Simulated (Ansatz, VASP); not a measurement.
One calculation of NiO, two programs

POSCAR

```
NiO
1.0
    2.0842720974      2.0842720974      0.0000000000
   -2.0842720974      2.0842720974      0.0000000000
    0.0000000000      0.0000000000      4.2723689339
Ni O
2 2
Direct
    0.0000000000      0.0000000000      0.0000000000
    0.5000000000      0.5000000000      0.5000000000
    0.5000000000      0.5000000000      0.0000000000
    0.0000000000      0.0000000000      0.5000000000
```

INCAR.step1

```
SYSTEM = NiO
  PREC = Accurate
  ENCUT = 520
  ISMEAR = 0
  SIGMA = 0.02
  LREAL = .FALSE.
  LASPH = .TRUE.
  NELM = 150
  ISPIN = 2
  MAGMOM = 1.83 1.83 0.31 0.31
  LMAXMIX = 4
  NBANDS = 28
  GGA = PE
  ALGO = Normal
  EDIFF = 1E-4
  LWAVE = .TRUE.
  LCHARG = .FALSE.
```

INCAR.step2

```
SYSTEM = NiO
  PREC = Accurate
  ENCUT = 520
  EDIFF = 1E-6
  ISMEAR = 0
  SIGMA = 0.02
  LREAL = .FALSE.
  LASPH = .TRUE.
  NELM = 150
  ALGO = Normal
  ISIF = 2
  LWAVE = .FALSE.
  LCHARG = .FALSE.
  ISPIN = 2
  MAGMOM = 1.83 1.83 0.31 0.31
  LORBIT = 11
  LMAXMIX = 4
  METAGGA = R2SCAN
  LMIXTAU = .TRUE.
  NBANDS = 28
  ISTART = 1
```

KPOINTS

```
regular mesh
0
G
  10 10 8
  0 0 0
```

Input for Ansatz:

```yaml
crystal:
  lattice:
    - [2.0842720974, 2.0842720974, 0.0]
    - [-2.0842720974, 2.0842720974, 0.0]
    - [0.0, 0.0, 4.2723689339]
  atoms:
    - { symbol: Ni, position: [0.0, 0.0, 0.0], spin: 1.83 }
    - { symbol: Ni, position: [0.5, 0.5, 0.5], spin: 1.83 }
    - { symbol: O, position: [0.5, 0.5, 0.0], spin: 0.31 }
    - { symbol: O, position: [0.0, 0.0, 0.5], spin: 0.31 }
basis:
  ecutwfc: 500
kpoints:
  mp_grid: { grid: [10, 10, 8] }
  band_path: { path: [VBM, CBM], npoints: 2 }
hamiltonian:
  xc: r2scan
scf:
  occupations: { method: gaussian, width: 0.02 }
output:
  forces: true
  stress: true
  eigenvalues: true
  populations: true
magnetization:
  spin_polarized: true
checkpoint:
  read: start.run
  write: ck
  compress: false
  write_wavefunctions: false
  write_every: 100000
```

Alike in both runs: task single point; functional r2SCAN; k mesh 10 × 10 × 8; occupations gaussian, width 0.02 eV; collinear spin.

|  | VASP | Ansatz |
| --- | --- | --- |
| version | VASP 6.6.1 | Ansatz 0.2.0 |
| potentials or method | VASP PAW PBE potentials, release 64 (Ni, O), cutoff 520 eV | scalar-relativistic, plane waves, PAW |
| valence electrons in the cell | 32 | 48 |

|  | VASP | Ansatz | Ansatz less VASP |
| --- | --- | --- | --- |
| gap on the k mesh at the Fermi level (eV) | 0.61 | 0.70 | +0.087 |
| least direct gap on the mesh (eV) | 1.44 | 1.52 | +0.082 |
| pressure (GPa) | -2.0 | -1.9 | +0.08 |
| traceless stress, the component that is largest in VASP (GPa) | -3.95 | -3.80 | +0.151 |
| net moment per atom (μB) | 1.00 | 1.00 | 0.000 |
| size of the moment on the site where the two differ most (μB) | 1.69 | 1.67 | -0.026 |

VASP's potentials were made for PBE, not for r2SCAN. Site moments also hang on the region over which each program counts them. The functional is the same, so the differences come from potentials, cutoffs and numerics. VASP's potentials hold 32 valence electrons a cell and Ansatz's 48, so a difference there can come from the potentials and not from the codes. Ansatz's warnings: stability check not made.
